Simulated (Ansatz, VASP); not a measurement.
## NaF in VASP and in Ansatz

File INCAR:

```
PREC     = Accurate       # precision mode
ENCUT    = 520            # plane-wave cutoff, eV
EDIFF    = 1E-6           # SCF threshold, eV
ISMEAR   = 0              # smearing method
SIGMA    = 0.01           # smearing width, eV
LREAL    = False          # projectors in reciprocal space
LASPH    = True           # aspherical terms in the spheres
NELM     = 60             # most SCF steps
ALGO     = Normal         # electronic algorithm
ISIF     = 2              # what is computed and relaxed
LWAVE    = False          # write WAVECAR
LCHARG   = False          # write CHGCAR
GGA      = PE             # functional
NBANDS   = 14             # bands
```

The input KPOINTS:

```
regular mesh
0
Gamma
  8 8 8
```

File POSCAR:

```
NaF
1.0
    0.0000000000      2.3497438113      2.3497438113
    2.3497438113      0.0000000000      2.3497438113
    2.3497438113      2.3497438113      0.0000000000
Na F
1 1
Direct
    0.0000000000      0.0000000000      0.0000000000
    0.5000000000      0.5000000000      0.5000000000
```

Input for Ansatz:

```yaml
crystal:
  lattice:
    - [0.0, 2.3497438113, 2.3497438113]
    - [2.3497438113, 0.0, 2.3497438113]
    - [2.3497438113, 2.3497438113, 0.0]
  atoms:
    - { symbol: Na, position: [0.0, 0.0, 0.0] }
    - { symbol: F, position: [0.5, 0.5, 0.5] }
kpoints:
  mp_grid: { grid: [8, 8, 8] }
hamiltonian:
  xc: pbe
scf:
  occupations: { method: fixed }
  n_extra_bands: 4
output:
  forces: true
  stress: true
  eigenvalues: true
```

Alike in both runs: task single point; functional PBE; k mesh 8 × 8 × 8; no spin polarisation.

|  | VASP | Ansatz |
| --- | --- | --- |
| version | VASP 6.6.1 | Ansatz 0.2.0 |
| potentials or method | VASP PAW PBE potentials, release 64 (Na_pv, F) | plane waves, PAW |
| plane-wave cutoff (eV) | 520 | 420 |
| occupations | gaussian, width 0.01 eV | fixed |
| valence electrons in the cell | 14 | 16 |

```csv
,VASP,Ansatz,Ansatz less VASP
gap on the k mesh at the Fermi level (eV),6.08,6.09,+0.016
pressure (GPa),-0.1,0.0,+0.16
```

VASP's potentials hold 14 valence electrons a cell and Ansatz's 16, so a difference there can come from the potentials and not from the codes.
